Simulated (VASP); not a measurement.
# WC (Fm-3m) in VASP: single point with r2SCAN

Aim: the single point of WC with r2SCAN.

All numbers are computed with VASP 6.6.1; they aren't measurements. Logs are shortened: lines on timing, memory, paths and dates and some standing lists are left out, and cuts for length are marked.

**1. The cell of the first run**

It takes space group Fm-3m (No. 225, cubic). Conventional cell: a = 4.385 Å, b = 4.385 Å, c = 4.385 Å, α = 90.00°, β = 90.00°, γ = 90.00°. W (site symmetry m-3m) has 6 C at 2.19 Å within 2.9 Å. Within 2.9 Å of C (site symmetry m-3m) lie 6 W at 2.19 Å.

**2. Single point, r2SCAN**

Input file POSCAR:

```
WC
1.0
    0.0000000000      2.1926840000      2.1926840000
    2.1926840000      0.0000000000      2.1926840000
    2.1926840000      2.1926840000      0.0000000000
W C
1 1
Direct
    0.0000000000      0.0000000000      0.0000000000
    0.5000000000      0.5000000000      0.5000000000
```

Input file INCAR.step1:

```
PREC = Accurate
ENCUT = 1430
ISMEAR = 0
SIGMA = 0.15
LREAL = False
LASPH = True
NELM = 120
NBANDS = 16
GGA = PE
ALGO = Normal
EDIFF = 1E-5
LWAVE = True
LCHARG = False
GGA_COMPAT = False
```

Input file INCAR.step2:

```
PREC = Accurate
ENCUT = 1430
EDIFF = 1E-6
ISMEAR = 0
SIGMA = 0.15
LREAL = False
LASPH = True
NELM = 120
ALGO = Normal
ISIF = 2
LWAVE = False
LCHARG = False
METAGGA = R2SCAN
LMIXTAU = True
NBANDS = 16
ISTART = 1
GGA_COMPAT = False
```

Input file KPOINTS:

```
Automatic mesh
0
Gamma
  18 18 18
```

Potentials or basis: VASP PAW PBE potentials, release 64 (W_sv, C_h).

Command:

```bash
cat potpaw_PBE.64/W_sv/POTCAR potpaw_PBE.64/C_h/POTCAR > POTCAR
cp INCAR.step1 INCAR
mpirun -np 1 vasp_std > vasp.out
cp INCAR.step2 INCAR
mpirun -np 1 vasp_std > vasp.out
```

OUTCAR:

```text
PREC = Accurate
   ENCUT = 1430
   EDIFF = 1E-6
   ISMEAR = 0
   LREAL = False
   LASPH = True
   NELM = 120
   ISIF = 2
   METAGGA = R2SCAN
   ISTART = 1

 ion  position               nearest neighbor table
   1  0.000  0.000  0.000-   2 2.19   2 2.19   2 2.19   2 2.19   2 2.19   2 2.19
   2  0.500  0.500  0.500-   1 2.19   1 2.19   1 2.19   1 2.19   1 2.19   1 2.19

  LATTYP: Found a face centered cubic cell.
 ALAT       =     4.3853680000

  Lattice vectors:

 A1 = (   0.0000000000,   2.1926840000,   2.1926840000)
 A2 = (   2.1926840000,   0.0000000000,   2.1926840000)
 A3 = (   2.1926840000,   2.1926840000,   0.0000000000)

Analysis of symmetry for initial positions (statically):
=====================================================================
 Subroutine PRICEL returns:
 Original cell was already a primitive cell.

 Routine SETGRP: Setting up the symmetry group for a
 face centered cubic supercell.

 Subroutine GETGRP returns: Found 48 space group operations
 (whereof 48 operations were pure point group operations)
 out of a pool of 48 trial point group operations.

The static configuration has the point symmetry O_h .

Analysis of symmetry for dynamics (positions and initial velocities):
=====================================================================
 Subroutine PRICEL returns:
 Original cell was already a primitive cell.

 Routine SETGRP: Setting up the symmetry group for a
 face centered cubic supercell.

 Subroutine GETGRP returns: Found 48 space group operations
 (whereof 48 operations were pure point group operations)
 out of a pool of 48 trial point group operations.

The dynamic configuration has the point symmetry O_h .

 Subroutine INISYM returns: Found 48 space group operations
 (whereof 48 operations are pure point group operations),
 and found     1 'primitive' translations

----------------------------------------------------------------------------------------

                                     Primitive cell

  volume of cell :      21.0842

  direct lattice vectors                    reciprocal lattice vectors
     0.000000000  2.192684000  2.192684000    -0.228031034  0.228031034  0.228031034
     2.192684000  0.000000000  2.192684000     0.228031034 -0.228031034  0.228031034
     2.192684000  2.192684000  0.000000000     0.228031034  0.228031034 -0.228031034

  length of vectors
     3.100923451  3.100923451  3.100923451     0.394961337  0.394961337  0.394961337

  position of ions in fractional coordinates (direct lattice)
     0.000000000  0.000000000  0.000000000
     0.500000000  0.500000000  0.500000000

  ion indices of the primitive-cell ions
   primitive index   ion index
                 1           1
                 2           2

----------------------------------------------------------------------------------------

 KPOINTS: Automatic mesh

Automatic generation of k-mesh.
 Grid dimensions read from file:
 generate k-points for:   18   18   18

 Generating k-lattice:

  Cartesian coordinates                     Fractional coordinates (reciprocal lattice)
    -0.012668391  0.012668391  0.012668391     0.055555556  0.000000000  0.000000000
     0.012668391 -0.012668391  0.012668391     0.000000000  0.055555556  0.000000000
     0.012668391  0.012668391 -0.012668391     0.000000000  0.000000000  0.055555556

  Length of vectors
     0.021942296  0.021942296  0.021942296

  Shift w.r.t. Gamma in fractional coordinates (k-lattice)
     0.000000000  0.000000000  0.000000000

 Subroutine IBZKPT returns following result:
 ===========================================

 Found    195 irreducible k-points:

 Following reciprocal coordinates:
            Coordinates               Weight
  0.000000  0.000000  0.000000      1.000000
  0.055556  0.000000  0.000000      8.000000
  0.111111  0.000000  0.000000      8.000000
  0.166667  0.000000  0.000000      8.000000
  0.222222  0.000000  0.000000      8.000000
  0.277778  0.000000  0.000000      8.000000
[... 16 lines left out ...]
 -0.277778  0.055556  0.000000     24.000000
 -0.222222  0.055556  0.000000     24.000000
 [... further k-points ...]
   k-points           NKPTS =    195   k-points in BZ     NKDIM =    195   number of bands    NBANDS=     16
   number of dos      NEDOS =    301   number of ions     NIONS =      2
   total plane-waves  NPLWV =  64000
   dimension x,y,z NGX =    40 NGY =   40 NGZ =   40
   dimension x,y,z NGXF=    80 NGYF=   80 NGZF=   80
   ions per type =               1   1
   NGX,Y,Z   is equivalent  to a cutoff of  21.44, 21.44, 21.44 a.u.
   NGXF,Y,Z  is equivalent  to a cutoff of  42.89, 42.89, 42.89 a.u.
 SYSTEM =  unknown system
   PREC   = accura    normal or accurate (medium, high low for compatibility)
   ISTART =      1    job   : 0-new  1-cont  2-samecut
   ICHARG =      0    charge: 1-file 2-atom 10-const
   ISPIN  =      1    spin polarized calculation?
   LNONCOLLINEAR =      F non collinear calculations
   LSORBIT =      F    spin-orbit coupling
   LASPH  =      T    aspherical Exc in radial PAW
   ENCUT  = 1430.0 eV 105.10 Ry   10.25 a.u.   9.56  9.56  9.56*2*pi/ulx,y,z
   NELM   =    120;   NELMIN=  2; NELMDL=  0     # of ELM steps
   EDIFF  = 0.1E-05   stopping-criterion for ELM
   LREAL  =      F    real-space projection
   EDIFFG = 0.1E-04   stopping-criterion for IOM
   NSW    =      0    number of steps for IOM
   IBRION =     -1    ionic relax: 0-MD 1-quasi-New 2-CG
   NFREE  =      0    steps in history (QN), initial steepest desc. (CG)
   ISIF   =      2    stress and relaxation
   ISYM   =      2    0-nonsym 1-usesym 2-fastsym
   POTIM  = 0.5000    time-step for ionic-motion
   TEBEG  =    0.0;   TEEND  =   0.0 temperature during run
   PSTRESS=    0.0 pullay stress
   NELECT =      18.0000    total number of electrons
   NUPDOWN=      -1.0000    fix difference up-down
   EMIN   =  10.00;   EMAX   =-10.00  energy-range for DOS
   EFERMI =   0.00;   METHOD = LEGACY
   ISMEAR =     0;   SIGMA  =   0.15  broadening in eV -4-tet -1-fermi 0-gaus
   EFERMI_NEDOS =   21; number of points for ismear=-14 and -15
   IALGO  =     38    algorithm
   IMIX   =      4    mixing-type and parameters
     AMIX     =   0.40;   BMIX     =  1.00
     AMIX_MAG =   1.60;   BMIX_MAG =  1.00
  volume/ion in A,a.u.               =      10.54        71.14
  Fermi-wavevector in a.u.,A,eV,Ry     =   1.553029  2.934800 32.815887  2.411900
  Thomas-Fermi vector in A             =   2.657319
   LORBIT       =      0    0 simple, 1 ext, 2 COOP (PROOUT), +10 PAW based schemes
   METAGGA = R2SCAN    functional components
   LHFCALC =     F    Hartree Fock is set to
   AEXX    =    0.0000 exact exchange contribution
   IVDW    =     0    specifies the selected vdW correction
   LEPSILON=     F    determine dielectric tensor
   LRPA    =     F    only Hartree local field effects (RPA)
 non-spin polarized calculation
 Gauss-broadening in eV      SIGMA  =   0.15
  energy-cutoff  :     1430.00
  volume of cell :       21.08
 maximum number of plane-waves:      2653
 NGX is ok and might be reduce to    40
   NGX = 19   NGY = 19   NGZ = 19

 number of electron      18.0000000 magnetization

 Free energy of the ion-electron system (eV)
  ---------------------------------------------------
  ext. energy  EPLUGINS =         0.00000000
  ---------------------------------------------------
  free energy    TOTEN  =       -60.64110941 eV

  energy without entropy =      -60.63260919  energy(sigma->0) =      -60.63685930

 E-fermi :  12.7245     XC(G=0): -14.8551

 val. band max:       12.6962953885   @ k =  -0.3333   0.4444   0.2222
 cond. band min:      12.7286640672   @ k =   0.2778   0.2778   0.0000
 fundamental gap:      0.0323686787
 Fermi energy:        12.7244577082

 k-point     1 :       0.0000    0.0000    0.0000
  band No.  band energies     occupation
      1     -64.7308      2.00000
      2     -28.0657      2.00000
      3     -28.0657      2.00000
      4     -28.0657      2.00000
      5      -3.9790      2.00000
      6       9.8896      2.00000
[... 8 lines left out ...]
     15      23.3282      0.00000
     16      36.5477      0.00000

 k-point     2 :       0.0556    0.0000    0.0000
  band No.  band energies     occupation
      1     -64.7295      2.00000
      2     -28.0853      2.00000
      3     -28.0677      2.00000
      4     -28.0677      2.00000
      5      -3.8894      2.00000
      6       9.5308      2.00000
[... 8 lines left out ...]
     15      23.5345      0.00000
     16      35.5660      0.00000

 k-point     3 :       0.1111    0.0000    0.0000
  band No.  band energies     occupation
      1     -64.7259      2.00000
      2     -28.1417      2.00000
      3     -28.0737      2.00000
      4     -28.0737      2.00000
      5      -3.6254      2.00000
      6       8.7306      2.00000
[... 8 lines left out ...]
     15      24.1084      0.00000
     16      33.7597      0.00000

 k-point     4 :       0.1667    0.0000    0.0000
  band No.  band energies     occupation
      1     -64.7204      2.00000
      2     -28.2270      2.00000
      3     -28.0827      2.00000
      4     -28.0827      2.00000
      5      -3.2013      2.00000
      6       7.7590      2.00000
[... 8 lines left out ...]
     15      24.8891      0.00000
     16      32.0646      0.00000

 k-point     5 :       0.2222    0.0000    0.0000
  band No.  band energies     occupation
      1     -64.7136      2.00000
      2     -28.3301      2.00000
      3     -28.0937      2.00000
      4     -28.0937      2.00000
      5      -2.6393      2.00000
      6       6.7297      2.00000
[... 8 lines left out ...]
     15      25.5522      0.00000
     16      31.0942      0.00000

 k-point     6 :       0.2778    0.0000    0.0000
  band No.  band energies     occupation
      1     -64.7064      2.00000
      2     -28.4380      2.00000
      3     -28.1054      2.00000
      4     -28.1054      2.00000
      5      -1.9680      2.00000
      6       5.6988      2.00000
[... 8 lines left out ...]
     15      25.9145      0.00000
     16      29.5609      0.00000

 k-point     7 :       0.3333    0.0000    0.0000
  band No.  band energies     occupation
      1     -64.6997      2.00000
      2     -28.5378      2.00000
      3     -28.1164      2.00000
      4     -28.1164      2.00000
      5      -1.2207      2.00000
      6       4.6986      2.00000
[... 8 lines left out ...]
     15      26.3807      0.00000
     16      27.8825      0.00000

 k-point     8 :       0.3889    0.0000    0.0000
  band No.  band energies     occupation
      1     -64.6941      2.00000
      2     -28.6181      2.00000
      3     -28.1253      2.00000
      4     -28.1253      2.00000
      5      -0.4406      2.00000
      6       3.7575      2.00000
[... 8 lines left out ...]
     15      26.4618      0.00000
     16      26.4618      0.00000

 k-point     9 :       0.4444    0.0000    0.0000
  band No.  band energies     occupation
      1     -64.6905      2.00000
      2     -28.6699      2.00000
      3     -28.1311      2.00000
      4     -28.1311      2.00000
      5       0.2872      2.00000
      6       2.9425      2.00000
[... 8 lines left out ...]
     15      25.4370      0.00000
     16      25.4370      0.00000
[... 172 lines left out ...]
 k-point    19 :       0.5000    0.0556    0.0000
  band No.  band energies     occupation
      1     -64.6888      2.00000
      2     -28.6793      2.00000
      3     -28.1448      2.00000
      4     -28.1378      2.00000
      5       0.5413      2.00000
      6       2.6832      2.00000
[... 8 lines left out ...]
     15      25.1840      0.00000
     16      25.3452      0.00000

 k-point    20 :      -0.4444    0.0556    0.0000
  band No.  band energies     occupation
      1     -64.6892      2.00000
      2     -28.6734      2.00000
      3     -28.1481      2.00000
      4     -28.1332      2.00000
      5       0.4265      2.00000
      6       2.8052      2.00000
[... 8 lines left out ...]
     15      25.3219      0.00000
     16      25.4668      0.00000

 k-point    21 :      -0.3889    0.0556    0.0000
  band No.  band energies     occupation
      1     -64.6921      2.00000
      2     -28.6333      2.00000
      3     -28.1468      2.00000
      4     -28.1250      2.00000
      5      -0.1908      2.00000
      6       3.4788      2.00000
[... 8 lines left out ...]
     15      25.9845      0.00000
     16      26.3376      0.00000

 k-point    22 :      -0.3333    0.0556    0.0000
  band No.  band energies     occupation
      1     -64.6970      2.00000
      2     -28.5634      2.00000
      3     -28.1412      2.00000
      4     -28.1141      2.00000
      5      -0.9377      2.00000
      6       4.3442      2.00000
[... 8 lines left out ...]
     15      26.5890      0.00000
     16      27.0107      0.00000

 k-point    23 :      -0.2778    0.0556    0.0000
  band No.  band energies     occupation
      1     -64.7033      2.00000
      2     -28.4713      2.00000
      3     -28.1318      2.00000
      4     -28.1018      2.00000
      5      -1.6823      2.00000
      6       5.2897      2.00000
[... 8 lines left out ...]
     15      26.0940      0.00000
     16      28.2345      0.00000

 k-point    24 :      -0.2222    0.0556    0.0000
  band No.  band energies     occupation
      1     -64.7104      2.00000
      2     -28.3676      2.00000
      3     -28.1197      2.00000
      4     -28.0896      2.00000
      5      -2.3695      2.00000
      6       6.2815      2.00000
[... 8 lines left out ...]
     15      25.7931      0.00000
     16      29.4261      0.00000

 [... further k-points ...]

------------------------ aborting loop because EDIFF is reached ----------------------------------------

  FORCE on cell =-STRESS in cart. coord.  units (eV):
  Direction    XX          YY          ZZ          XY          YZ          ZX
  --------------------------------------------------------------------------------------
  -------------------------------------------------------------------------------------
  Total       -0.4989481     -0.4989481     -0.4989481     -0.0000000      0.0000000      0.0000000
  in kB      -37.9147189    -37.9147189    -37.9147189     -0.0000000      0.0000000      0.0000000
  external PRESSURE =     -37.9147189 kB  Pullay stress =       0.0000000 kB

 VOLUME and BASIS-vectors are now :
 -----------------------------------------------------------------------------
  energy-cutoff  :     1430.00
  volume of cell :       21.08
      direct lattice vectors                 reciprocal lattice vectors
     0.000000000  2.192684000  2.192684000    -0.228031034  0.228031034  0.228031034
     2.192684000  0.000000000  2.192684000     0.228031034 -0.228031034  0.228031034
     2.192684000  2.192684000  0.000000000     0.228031034  0.228031034 -0.228031034

 POSITION                                       TOTAL-FORCE (eV/Angst)
 -----------------------------------------------------------------------------------
      0.00000      0.00000      0.00000        -0.000000     -0.000000     -0.000000
      2.19268      2.19268      2.19268         0.000000      0.000000      0.000000
 -----------------------------------------------------------------------------------
    total drift:                                0.000000     -0.000000     -0.000000

  FREE ENERGIE OF THE ION-ELECTRON SYSTEM (eV)
  ---------------------------------------------------
  free  energy   TOTEN  =       -60.6411094072 eV

  energy  without entropy=      -60.6326091867  energy(sigma->0) =      -60.63685930
```

Run time: 8.6 min. Hardware: 1 thread of Intel Xeon Platinum 8488C (Sapphire Rapids), shared host; peak memory 0.51 GiB.

Results:

```yaml
Free_energy: -60.6411 eV
Pressure: -3.8 GPa
Band_gap_on_the_k_mesh: zero (bands 9 and 10 overlap by 3.29 eV)
```

Caveat: the cell stands under tension; the PAW data sets were made with another functional, which shifts forces and pressure a little; spin-orbit coupling is left out, which moves the levels of the heavy elements.

The gap in the log of VASP goes by the Fermi energy; the results here count the filled bands.